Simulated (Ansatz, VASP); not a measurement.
**Two plane-wave programs on ZnSiP2**

```
Zn Si P
1.0
    -2.68670    2.68670    5.23003
     2.68670   -2.68670    5.23003
     2.68670    2.68670   -5.23003
Zn Si P
2 2 4
Direct
  0.00000 0.00000 0.00000
  0.75000 0.25000 0.50000
  0.50000 0.50000 0.00000
  0.25000 0.75000 0.50000
  0.37500 0.39230 0.51730
  0.87500 0.85770 0.48270
  0.60770 0.12500 0.98270
  0.14230 0.62500 0.01730
```

Alike in both runs: task relaxation of cell and atoms; functional r2SCAN; k mesh 8 × 8 × 8; occupations gaussian, width 0.02 eV; no spin polarisation.

|  | VASP | Ansatz |
| --- | --- | --- |
| version | VASP 6.6.1 | Ansatz 0.2.0 |
| potentials or method | VASP PAW PBE potentials, release 64 (Zn, Si, P), cutoff 550 eV | scalar-relativistic, plane waves, PAW |
| valence electrons in the cell | 52 | 52 |

Ansatz gave:

* gap on the k mesh at the Fermi level, each at its own relaxed structure (eV): 1.56
* relaxed volume (Å³/atom): 18.92
* relaxed cell length with the largest relative difference (Å): 6.469

Task: Estimate VASP's values.

Result: gap on the k mesh at the Fermi level, each at its own relaxed structure (eV): 1.57; relaxed volume (Å³/atom): 18.88; relaxed cell length with the largest relative difference (Å): 6.465.

VASP's potentials were made for PBE, not for r2SCAN.

Noted on VASP's run: the relaxation stopped at its first step, so nothing moved.
